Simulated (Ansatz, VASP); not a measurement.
Two plane-wave programs on V

```
V
1.0
    -1.49819    1.49819    1.49819
     1.49819   -1.49819    1.49819
     1.49819    1.49819   -1.49819
V
1
Direct
  0.00000 0.00000 0.00000
```

Alike in both runs: task single point; functional PBE; k mesh 38 × 38 × 38; no spin polarisation.

|  | VASP | Ansatz |
| --- | --- | --- |
| version | VASP 6.6.1 | Ansatz 0.2.0 |
| potentials or method | VASP PAW PBE potentials, release 64 (V_sv) | plane-wave PAW, scalar-relativistic |
| plane-wave cutoff (eV) | 520 | 420 |
| occupations | methfessel-paxton of order 1, width 0.1 eV | cold, width 0.1 eV |
| valence electrons in the cell | 13 | 13 |

Ansatz gave:

```
pressure (GPa) : 0.0
```

Question: Which values does VASP return?

Answer: Pressure (GPa): 0.2.
